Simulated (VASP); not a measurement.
A run of VASP 6.6.1 is set up as follows.

File INCAR:

```
SYSTEM = Si
  PREC = Accurate
  ENCUT = 520
  EDIFF = 1E-6
  ISMEAR = -1
  SIGMA = 0.05
  LREAL = .FALSE.
  LASPH = .TRUE.
  NELM = 100
  ALGO = Normal
  ISIF = 2
  LWAVE = .FALSE.
  LCHARG = .FALSE.
  GGA = CA
  NBANDS = 11
```

Contents of KPOINTS:

```
regular mesh
0
G
  10 10 10
  0 0 0
```

POSCAR

```
Si
1.0
    0.0000000000      2.7016643793      2.7016643793
    2.7016643793      0.0000000000      2.7016643793
    2.7016643793      2.7016643793      0.0000000000
Si
2
Direct
    0.5000000000      0.5000000000      0.5000000000
    0.7500000000      0.7500000000      0.7500000000
```

Potentials or basis: VASP PAW LDA potentials, release 64 (Si).

Run with:

```console
$ cat potpaw_LDA.64/Si/POTCAR > POTCAR
$ mpirun -np 1 vasp_std > vasp.out
```

**Question.** Estimate the band gap on the k mesh.

**Answer.** 0.45 eV, indirect (least direct gap 2.53 eV).

**Question.** Predict the pressure.

**Answer.** 0.0 GPa.

A k mesh can miss the band edges.
